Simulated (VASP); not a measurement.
Input of a VASP 6.6.1 run:

INCAR

```
SYSTEM = Sc2SiF2
PREC = Accurate
ENCUT = 520
EDIFF = 1E-7
ISMEAR = 0
SIGMA = 0.15
LREAL = .FALSE.
LASPH = .TRUE.
NELM = 80
ALGO = Normal
ISIF = 2
LWAVE = .FALSE.
LCHARG = .FALSE.
GGA = PE
NBANDS = 51
```

Contents of KPOINTS:

```
Automatic mesh
0
G
  4 4 1
  0 0 0
```

The input POSCAR:

```
Sc2SiF2
1.0
    3.7546750002      0.0000000000      0.0000000000
   -1.8773375001      3.2516439331      0.0000000000
    0.0000000000      0.0000000000     12.9340958361
Sc Si F
4 2 4
Direct
    0.6666666667      0.3333333333      0.8768238183
    0.3333333333      0.6666666667      0.1231761817
    0.3333333333      0.6666666667      0.3768238183
    0.6666666667      0.3333333333      0.6231761817
    0.0000000000      0.0000000000      0.2500000000
    0.0000000000      0.0000000000      0.7500000000
    0.6666666667      0.3333333333      0.0533723069
    0.3333333333      0.6666666667      0.9466276931
    0.3333333333      0.6666666667      0.5533723069
    0.6666666667      0.3333333333      0.4466276931
```

Potentials or basis: VASP PAW PBE potentials, release 64 (Sc_sv, Si, F).

Launch:

```console
$ cat potpaw_PBE.64/Sc_sv/POTCAR potpaw_PBE.64/Si/POTCAR potpaw_PBE.64/F/POTCAR > POTCAR
$ mpirun -np 1 vasp_std > vasp.out
```

Estimate the band gap on the k mesh.

zero (band 40 reaches 5.50 eV, above the bottom of band 41 at 5.30 eV).

What does it give for the pressure?

0.0 GPa.

What does it give for the largest force?

0.043 eV/Å.

Stress tensor (GPa, compression positive):
```
-0.24  0.00  0.00
 0.00 -0.24  0.00
 0.00  0.00  0.33
```

Caveat: the k points lie up to 0.49 Å⁻¹ apart.
